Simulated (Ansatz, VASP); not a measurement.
Two plane-wave programs on WS2

INCAR

```
PREC = Accurate
ENCUT = 520
EDIFF = 1E-6
ISMEAR = 0
SIGMA = 0.05
LREAL = False
LASPH = True
NELM = 60
ALGO = Normal
ISIF = 2
LWAVE = False
LCHARG = False
NBANDS = 35
```

Contents of KPOINTS:

```
regular mesh
0
Gamma
  12 12 4
```

Contents of POSCAR:

```
WS2
1.0
    3.0985446697      0.0000000000      0.0000000000
   -1.5492723349      2.6834183987      0.0000000000
    0.0000000000      0.0000000000     12.0430200778
W S
2 4
Direct
    0.3333333333      0.6666666667      0.2500000000
    0.6666666667      0.3333333333      0.7500000000
    0.3333333333      0.6666666667      0.6420050976
    0.6666666667      0.3333333333      0.1420050976
    0.3333333333      0.6666666667      0.8579949024
    0.6666666667      0.3333333333      0.3579949024
```

Input for Ansatz:

```yaml
crystal:
  lattice:
    - [3.0985446697, 0.0, 0.0]
    - [-1.5492723349, 2.6834183987, 0.0]
    - [0.0, 0.0, 12.0430200778]
  atoms:
    - { symbol: W, position: [0.3333333333, 0.6666666667, 0.25] }
    - { symbol: W, position: [0.6666666667, 0.3333333333, 0.75] }
    - { symbol: S, position: [0.3333333333, 0.6666666667, 0.6420050976] }
    - { symbol: S, position: [0.6666666667, 0.3333333333, 0.1420050976] }
    - { symbol: S, position: [0.3333333333, 0.6666666667, 0.8579949024] }
    - { symbol: S, position: [0.6666666667, 0.3333333333, 0.3579949024] }
basis:
  ecutwfc: 420
kpoints:
  mp_grid: { grid: [12, 12, 4] }
hamiltonian:
  xc: lda
  pseudopotentials: { kind: paw, azcp: { folder: soft_1 } }
scf:
  occupations: { method: gaussian, width: 0.05 }
output:
  forces: true
  stress: true
  eigenvalues: true
```

Alike in both runs: task single point; functional LDA; k mesh 12 × 12 × 4; occupations gaussian, width 0.05 eV; no spin polarisation.

|  | VASP | Ansatz |
| --- | --- | --- |
| version | VASP 6.6.1 | Ansatz 0.2.0 |
| potentials or method | VASP PAW LDA potentials, release 64 (W_sv, S), cutoff 520 eV | scalar-relativistic, plane waves, PAW |
| valence electrons in the cell | 52 | 52 |

|  | VASP | Ansatz | Ansatz less VASP |
| --- | --- | --- | --- |
| gap on the k mesh at the Fermi level (eV) | none | none | - |
| rms of the force components (eV/Å) | 3.765 | 3.740 | -0.0248 |

Ansatz warns that its potentials were made for another functional, while VASP's fit it. LDA's correlation is that of Perdew and Zunger in VASP and of Perdew and Wang (1992) in Ansatz. Atom by atom the forces differ by 0.025 eV/Å (rms over components). A gap of «none» marks a metal or a gap that the smearing closes.

Neither program's run includes spin-orbit coupling.
